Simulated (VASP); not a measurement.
# SnO2 (R-3m) in VASP: notebook, part 2 of 2

VASP 6.6.1.

## Step 4: Single point, PBE

Contents of INCAR:

```
PREC = Accurate
ENCUT = 520
EDIFF = 1E-6
ISMEAR = 0
SIGMA = 0.01
LREAL = F
LASPH = T
NELM = 60
ALGO = Normal
ISIF = 2
LWAVE = F
LCHARG = F
GGA = PE
NBANDS = 20
```

Contents of KPOINTS:

```
Automatic mesh
0
Gamma
  5 5 5
```

Contents of POSCAR:

```
SnO2
1.0
    1.6170930000      0.9336290000      4.8005930000
   -1.6170930000      0.9336290000      4.8005930000
    0.0000000000     -1.8672580000      4.8005930000
Sn O
1 2
Direct
    0.5000000000      0.5000000000      0.5000000000
    0.2371700000      0.2371700000      0.2371700000
    0.7628300000      0.7628300000      0.7628300000
```

Potentials or basis: VASP PAW PBE potentials, release 64 (Sn_d, O).

Command:

```bash
$ cat potpaw_PBE.64/Sn_d/POTCAR potpaw_PBE.64/O/POTCAR > POTCAR
$ mpirun -np 1 vasp_std > vasp.out
```

OUTCAR:

```text
PREC = Accurate
   ENCUT = 520
   EDIFF = 1E-6
   ISMEAR = 0
   LREAL = F
   LASPH = T
   NELM = 60
   ISIF = 2
   GGA = PE

 ion  position               nearest neighbor table
   1  0.500  0.500  0.500-   2 2.13   3 2.13   2 2.13   2 2.13   3 2.13   3 2.13
   2  0.237  0.237  0.237-   1 2.13   1 2.13   1 2.13
   3  0.763  0.763  0.763-   1 2.13   1 2.13   1 2.13

  LATTYP: Found a trigonal (rhomboedric) cell.
 ALAT       =     5.1509558367
 COS(alpha) =     0.8028828836

  Lattice vectors:

 A1 = (   1.6170930000,   0.9336290000,   4.8005930000)
 A2 = (  -1.6170930000,   0.9336290000,   4.8005930000)
 A3 = (   0.0000000000,  -1.8672580000,   4.8005930000)

Analysis of symmetry for initial positions (statically):
=====================================================================
 Subroutine PRICEL returns:
 Original cell was already a primitive cell.

 Routine SETGRP: Setting up the symmetry group for a
 trigonal (rhombohedral) supercell.

 Subroutine GETGRP returns: Found 12 space group operations
[... 158 lines left out ...]
  free energy    TOTEN  =       -18.19764078 eV

  energy without entropy =      -18.19764078  energy(sigma->0) =      -18.19764078

 E-fermi :   3.3761     XC(G=0):  -9.9900

 val. band max:        3.3041987749   @ k =  -0.2000   0.2000   0.0000
 cond. band min:       5.2171354416   @ k =   0.0000   0.0000   0.0000
 fundamental gap:      1.9129366667
 Fermi energy:         3.3761407536

 k-point     1 :       0.0000    0.0000    0.0000
  band No.  band energies     occupation
      1     -16.7099      2.00000
      2     -16.5011      2.00000
      3     -16.5011      2.00000
      4     -16.3266      2.00000
      5     -16.3266      2.00000
      6     -14.6292      2.00000
[... 426 lines left out ...]
     19      17.0340      0.00000
     20      19.0115      0.00000

------------------------ aborting loop because EDIFF is reached ----------------------------------------

  FORCE on cell =-STRESS in cart. coord.  units (eV):
  Direction    XX          YY          ZZ          XY          YZ          ZX
  --------------------------------------------------------------------------------------
  -------------------------------------------------------------------------------------
  Total        0.0695888      0.0695887     -0.1592940      0.0000000      0.0000000      0.0000000
  in kB        2.5638595      2.5638591     -5.8688722      0.0000000      0.0000000      0.0000000
  external PRESSURE =      -0.2470512 kB  Pullay stress =       0.0000000 kB

 VOLUME and BASIS-vectors are now :
 -----------------------------------------------------------------------------
  energy-cutoff  :      520.00
  volume of cell :       43.49
      direct lattice vectors                 reciprocal lattice vectors
     1.617093000  0.933629000  4.800593000     0.309196812  0.178514878  0.069435866
    -1.617093000  0.933629000  4.800593000    -0.309196812  0.178514878  0.069435866
     0.000000000 -1.867258000  4.800593000     0.000000000 -0.357029755  0.069435866

 POSITION                                       TOTAL-FORCE (eV/Angst)
 -----------------------------------------------------------------------------------
      0.00000      0.00000      7.20089        -0.000000     -0.000000      0.000000
      0.00000      0.00000      3.41567         0.000000     -0.000000     -0.084167
      0.00000      0.00000     10.98611         0.000000      0.000000      0.084167
 -----------------------------------------------------------------------------------
    total drift:                               -0.000000      0.000000      0.000000

  FREE ENERGIE OF THE ION-ELECTRON SYSTEM (eV)
  ---------------------------------------------------
  free  energy   TOTEN  =       -18.1976407804 eV

  energy  without entropy=      -18.1976407804  energy(sigma->0) =      -18.19764078
```

OSZICAR:

```text
N       E                     dE             d eps       ncg     rms          rms(c)
DAV:   1     0.254712980437E+03    0.25471E+03   -0.13944E+04   824   0.191E+03
DAV:   2     0.708346294708E+01   -0.24763E+03   -0.23590E+03   832   0.489E+02
DAV:   3    -0.203378244583E+02   -0.27421E+02   -0.27168E+02   880   0.138E+02
DAV:   4    -0.211132684447E+02   -0.77544E+00   -0.77475E+00   840   0.254E+01
DAV:   5    -0.211291405880E+02   -0.15872E-01   -0.15872E-01   908   0.383E+00    0.106E+01
DAV:   6    -0.182195589062E+02    0.29096E+01   -0.11519E+01  1144   0.558E+01    0.438E+00
DAV:   7    -0.182139431913E+02    0.56157E-02   -0.66408E-01   796   0.664E+00    0.210E+00
DAV:   8    -0.181978080884E+02    0.16135E-01   -0.68596E-02   816   0.264E+00    0.474E-01
DAV:   9    -0.181970084025E+02    0.79969E-03   -0.10572E-02  1048   0.142E+00    0.928E-02
DAV:  10    -0.181976093946E+02   -0.60099E-03   -0.18506E-03   792   0.351E-01    0.348E-02
DAV:  11    -0.181976381358E+02   -0.28741E-04   -0.47268E-05  1100   0.662E-02    0.208E-02
DAV:  12    -0.181976407940E+02   -0.26582E-05   -0.71163E-06   796   0.234E-02    0.597E-03
DAV:  13    -0.181976407804E+02    0.13573E-07   -0.84585E-07   680   0.886E-03
   1 F= -.18197641E+02 E0= -.18197641E+02  d E =-.901802E-26
```

stdout:

```text
POSCAR found type information on POSCAR SnO
 POSCAR found :  2 types and       3 ions
 scaLAPACK will be used
 LDA part: xc-table for (Slater+PW92), standard interpolation
 POSCAR, INCAR and KPOINTS ok, starting setup
 FFT: planning ... GRIDC
 FFT: planning ... GRID_SOFT
 FFT: planning ... GRID
 WAVECAR not read
 entering main loop
```

Wall time 44 s (1 thread of Intel Xeon 8259CL, shared host); peak memory 0.24 GiB.

What came out:

```yaml
Free_energy: -18.1976 eV
Pressure: 0.0 GPa
Largest_force: 0.084 eV/Å
Band_gap_on_the_k_mesh: 1.91 eV, indirect (least direct gap 2.03 eV)
```

Forces in eV/Å, atoms in the order of the input:
```
Sn   0.000  0.000  0.000
O    0.000  0.000 -0.084
O    0.000  0.000  0.084
```

Stress tensor (GPa, compression positive):
```
 0.26  0.00  0.00
 0.00  0.26  0.00
 0.00  0.00 -0.59
```

Levels at points of the mesh, in eV from the valence-band top:
```
           k point  band 9  band 10  band 11  band 12  band 13  band 14  band 15  band 16  band 17  band 18
(0.00, 0.00, 0.00)   -1.26    -1.26    -0.89    -0.89    -0.11     1.91     5.71    11.01    11.01    11.67
```

Caveat: the k points lie up to 0.46 Å⁻¹ apart; spin-orbit coupling is left out, which moves the levels of the heavy elements. Expect the measured gap to be larger: semilocal functionals such as PBE lack the derivative discontinuity.

## Step 5: Single point, PBE

Contents of INCAR:

```
SYSTEM = SnO2
PREC     = Accurate       ! precision mode
ENCUT    = 520            ! plane-wave cutoff, eV
EDIFF    = 1E-6           ! SCF threshold, eV
ISMEAR   = 0              ! smearing method
SIGMA    = 0.01           ! smearing width, eV
LREAL    = .FALSE.        ! projectors in reciprocal space
LASPH    = .TRUE.         ! aspherical terms in the spheres
NELM     = 80             ! most SCF steps
ALGO     = Normal         ! electronic algorithm
ISIF     = 2              ! what is computed and relaxed
LWAVE    = .FALSE.        ! write WAVECAR
LCHARG   = .TRUE.         ! write CHGCAR
GGA      = PE             ! functional
LELF     = .TRUE.         ! ELF
LVHAR    = .TRUE.       
NBANDS   = 20             ! bands
```

Contents of KPOINTS:

```
Automatic mesh
0
G
  7 7 7
  0 0 0
```

POSCAR is that of step 4.

Potentials or basis: VASP PAW PBE potentials, release 64 (Sn_d, O).

Command:

```bash
$ cat potpaw_PBE.64/Sn_d/POTCAR potpaw_PBE.64/O/POTCAR > POTCAR
$ mpirun -np 1 vasp_std > vasp.out
```

OUTCAR:

```text
SYSTEM = SnO2
   PREC = Accurate
   ENCUT = 520
   EDIFF = 1E-6
   ISMEAR = 0
   LREAL = .FALSE.
   LASPH = .TRUE.
   NELM = 80
   ISIF = 2
   GGA = PE

 ion  position               nearest neighbor table
   1  0.500  0.500  0.500-   2 2.13   3 2.13   2 2.13   2 2.13   3 2.13   3 2.13
   2  0.237  0.237  0.237-   1 2.13   1 2.13   1 2.13
   3  0.763  0.763  0.763-   1 2.13   1 2.13   1 2.13

  LATTYP: Found a trigonal (rhomboedric) cell.
 ALAT       =     5.1509558367
 COS(alpha) =     0.8028828836

  Lattice vectors:

[... 195 lines left out ...]
      6     -14.6304      2.00000
[... 541 lines left out ...]
     19      16.5660      0.00000
     20      19.5601      0.00000

 [... further k-points ...]
[... 5 lines left out ...]
  --------------------------------------------------------------------------------------
  -------------------------------------------------------------------------------------
  Total        0.0654375      0.0654375     -0.1561996      0.0000000      0.0000000     -0.0000000
  in kB        2.4109133      2.4109129     -5.7548635      0.0000000      0.0000000     -0.0000000
  external PRESSURE =      -0.3110124 kB  Pullay stress =       0.0000000 kB

 VOLUME and BASIS-vectors are now :
 -----------------------------------------------------------------------------
  energy-cutoff  :      520.00
  volume of cell :       43.49
      direct lattice vectors                 reciprocal lattice vectors
     1.617093000  0.933629000  4.800593000     0.309196812  0.178514878  0.069435866
    -1.617093000  0.933629000  4.800593000    -0.309196812  0.178514878  0.069435866
     0.000000000 -1.867258000  4.800593000     0.000000000 -0.357029755  0.069435866

 POSITION                                       TOTAL-FORCE (eV/Angst)
 -----------------------------------------------------------------------------------
      0.00000      0.00000      7.20089         0.000000      0.000000      0.000000
      0.00000      0.00000      3.41567         0.000000      0.000000     -0.083259
      0.00000      0.00000     10.98611         0.000000      0.000000      0.083259
 -----------------------------------------------------------------------------------
    total drift:                                0.000000      0.000000      0.000000

  FREE ENERGIE OF THE ION-ELECTRON SYSTEM (eV)
  ---------------------------------------------------
  free  energy   TOTEN  =       -18.1997529321 eV

  energy  without entropy=      -18.1997529321  energy(sigma->0) =      -18.19975293
```

stdout:

```text
POSCAR found type information on POSCAR SnO
 POSCAR found :  2 types and       3 ions
 scaLAPACK will be used
 LDA part: xc-table for (Slater+PW92), standard interpolation
 POSCAR, INCAR and KPOINTS ok, starting setup
 FFT: planning ... GRIDC
 FFT: planning ... GRID_SOFT
 FFT: planning ... GRID
 WAVECAR not read
 entering main loop
```

Run time: 83 s. Hardware: 1 thread of Intel Xeon 8259CL, shared host; peak memory 0.25 GiB.

Results:

| Item | Value |
| --- | --- |
| Free energy | -18.1998 eV |
| Pressure | 0.0 GPa |
| Largest force | 0.083 eV/Å |
| Band gap on the k mesh | 1.92 eV, indirect (least direct gap 2.03 eV) |

Forces in eV/Å, atoms in the order of the input:
```
Sn   0.000  0.000  0.000
O    0.000  0.000 -0.083
O    0.000  0.000  0.083
```

Stress tensor (GPa, compression positive):
```
 0.24  0.00  0.00
 0.00  0.24  0.00
 0.00  0.00 -0.58
```

Caveat: spin-orbit coupling is left out, which moves the levels of the heavy elements.

## Step 6: Summary

| k mesh | gap on the mesh (eV) | pressure (GPa) | largest force (eV/Å) |
| --- | --- | --- | --- |
| 3 × 3 × 3 | 1.94 | 0.2 | 0.13 |
| 4 × 4 × 4 | 1.93 | 0.0 | 0.09 |
| 5 × 5 × 5 | 1.91 | 0.0 | 0.08 |
| 7 × 7 × 7 | 1.92 | 0.0 | 0.08 |

Alike in all rows: task single point; level PBE; potentials or basis VASP PAW PBE potentials, release 64 (Sn_d, O); no spin polarisation; cell as given; cutoff (eV) 520; smearing gaussian 0.01 eV.

Caveats: some runs use coarse meshes; spin-orbit coupling is left out, which moves the levels of the heavy elements.

Absolute energies hang on the potentials; compare differences alone.
